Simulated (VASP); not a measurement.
Write the native input for VASP 6.6.1 that does the following.

```yaml
Task: relaxation of cell and atoms
Functional: r2SCAN
Potentials_or_basis: VASP PAW PBE potentials, release 64 (Cu)
Cutoff: 600 eV
k_mesh: 10 × 10 × 10
Occupations: fermi-dirac, width 0.1 eV
Spin: no spin polarisation
Dipole_correction: no
Further_INCAR_settings: ALGO = Normal; EDIFF = 1e-07; IBRION = 2; EDIFFG = -0.03; NSW = 80; ISIF = 3
```

The system is Cu.

```xyz
1
Lattice="2.3500 0.0000 0.0000 0.0000 2.3500 0.0000 0.0000 0.0000 2.3500" Properties=species:S:1:pos:R:3 pbc="T T T"
Cu    0.0000    0.0000    0.0000
```

These files were run (other wordings do the same):

POSCAR

```
Cu
1.0
    2.3500000000      0.0000000000      0.0000000000
    0.0000000000      2.3500000000      0.0000000000
    0.0000000000      0.0000000000      2.3500000000
Cu
1
Direct
    0.0000000000      0.0000000000      0.0000000000
```

INCAR.step1

```
SYSTEM = Cu
ALGO = Normal
EDIFF = 1E-4
ENCUT = 600
GGA = PE
ISMEAR = -1
LASPH = .TRUE.
LCHARG = .FALSE.
LREAL = .FALSE.
LWAVE = .TRUE.
NELM = 100
PREC = Accurate
SIGMA = 0.1
```

INCAR.step2

```
SYSTEM = Cu
ALGO = Normal
EDIFF = 1E-7
EDIFFG = -0.03
ENCUT = 600
IBRION = 2
ISIF = 3
ISMEAR = -1
ISTART = 1
LASPH = .TRUE.
LCHARG = .FALSE.
LMIXTAU = .TRUE.
LREAL = .FALSE.
LWAVE = .FALSE.
METAGGA = R2SCAN
NELM = 100
NSW = 80
PREC = Accurate
SIGMA = 0.1
```

KPOINTS

```
k-points
0
G
  10 10 10
  0 0 0
```

Potentials or basis: VASP PAW PBE potentials, release 64 (Cu).

Command:

```sh
$ cat potpaw_PBE.64/Cu/POTCAR > POTCAR
$ cp INCAR.step1 INCAR
$ mpirun -np 1 vasp_std > vasp.out
$ cp INCAR.step2 INCAR
$ mpirun -np 1 vasp_std > vasp.out
```

It gave:

```yaml
Relaxed_volume: 13.36 Å³/atom
Relaxed_cell: a = 2.373 Å, b = 2.373 Å, c = 2.373 Å, α = 90.00°, β = 90.00°, γ = 90.00°
Space_group_after_relaxing_to_0.05_Å: Pm-3m (No. 221)
Energy_gained_by_relaxing: 4.1 meV/atom
Ionic_steps: 3
Pressure_after_relaxing: 0.0 GPa
```

Caveat: the PAW data sets were made with another functional, which shifts forces and pressure a little.

Wall time 37 s on 1 thread of Intel(R) Xeon(R) 6975P-C (Granite Rapids), with other jobs on the host, peak memory 0.13 GiB.
